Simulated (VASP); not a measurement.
The system is InSe.

```
In Se
1.0
     2.00000    1.15470    8.44000
    -2.00000    1.15470    8.44000
     0.00000   -2.30940    8.44000
In Se
2 2
Direct
  0.88860 0.88860 0.88860
  0.00000 0.00000 0.00000
  0.17190 0.17190 0.17190
  0.38350 0.38350 0.38350
```

Base run:

```yaml
Program: VASP 6.6.1
Functional: RPBE
Potentials_or_basis: VASP PAW PBE potentials, release 64 (In_d, Se)
Cutoff: 520 eV
k_mesh: 8 × 8 × 8
Occupations: gaussian, width 0.05 eV
Spin: no spin polarisation
```

Its results: band gap on the k mesh 0.56 eV; pressure 4.6 GPa; largest force 0.416 eV/Å.

Q: The run is repeated on the same cell with these changes: functional from RPBE to revpbe exchange, lda correlation; cutoff from 520 eV to 500 eV; occupations from gaussian, width 0.05 eV to gaussian, width 0.01 eV. What comes out?

A: Band gap on the k mesh 0.57 eV; pressure 8.7 GPa; largest force 0.532 eV/Å.

Caveats: the cell stands under pressure; the PAW data sets were made with another functional, which shifts forces and pressure a little; spin-orbit coupling is left out, which moves the levels of the heavy elements.

A k mesh can miss the band edges.
